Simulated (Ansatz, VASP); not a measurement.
**Sc in VASP and in Ansatz**

INCAR

```
PREC     = Accurate       # precision mode
ENCUT    = 520            # plane-wave cutoff, eV
EDIFF    = 1E-6           # SCF threshold, eV
ISMEAR   = 0              # smearing method
SIGMA    = 0.1            # smearing width, eV
LREAL    = False          # projectors in reciprocal space
LASPH    = True           # aspherical terms in the spheres
NELM     = 60             # most SCF steps
ALGO     = Normal         # electronic algorithm
ISIF     = 2              # what is computed and relaxed
LWAVE    = False          # write WAVECAR
LCHARG   = False          # write CHGCAR
GGA      = PE             # functional
NBANDS   = 18             # bands
```

File KPOINTS:

```
Automatic mesh
0
Gamma
  11 11 6
```

The input POSCAR:

```
Sc
1.0
    3.3193628924      0.0000000000      0.0000000000
   -1.6596814462      2.8746525892      0.0000000000
    0.0000000000      0.0000000000      5.1842605006
Sc
2
Direct
    0.3333333333      0.6666666667      0.2500000000
    0.6666666667      0.3333333333      0.7500000000
```

Input for Ansatz:

```yaml
crystal:
  lattice:
    - [3.3193628924, 0.0, 0.0]
    - [-1.6596814462, 2.8746525892, 0.0]
    - [0.0, 0.0, 5.1842605006]
  atoms:
    - { symbol: Sc, position: [0.3333333333, 0.6666666667, 0.25] }
    - { symbol: Sc, position: [0.6666666667, 0.3333333333, 0.75] }
hamiltonian:
  xc: pbe
  pseudopotentials:
    kind: paw
    azcp:
      Sc: "pseudopotentials/Sc.paw.azcp"
basis:
  ecutwfc: 420
  fft_grid_basis: typed
kpoints:
  mp_grid: { grid: [11, 11, 6], shift: [0, 0, 0] }
magnetization:
  spin_polarized: false
scf:
  occupations: { method: gaussian, width: 0.1 }
  lower_state_search: "off"
output:
  stress: true
```

Alike in both runs: task single point; functional PBE; k mesh 11 × 11 × 6; occupations gaussian, width 0.1 eV; no spin polarisation.

|  | VASP | Ansatz |
| --- | --- | --- |
| version | VASP 6.6.1 | Ansatz 0.2.0 |
| potentials or method | VASP PAW PBE potentials, release 64 (Sc_sv), cutoff 520 eV | plane waves (420 eV) with PAW, scalar-relativistic |
| valence electrons in the cell | 22 | 22 |

Ansatz gave:

* pressure (GPa): -0.2
* traceless stress, the component that is largest in VASP (GPa): -0.19

Q: What did VASP give for the same quantities?

A: Pressure (GPa): -0.2; traceless stress, the component that is largest in VASP (GPa): -0.18.

With one functional, cell and mesh, what is left measures potentials, basis and numerics.
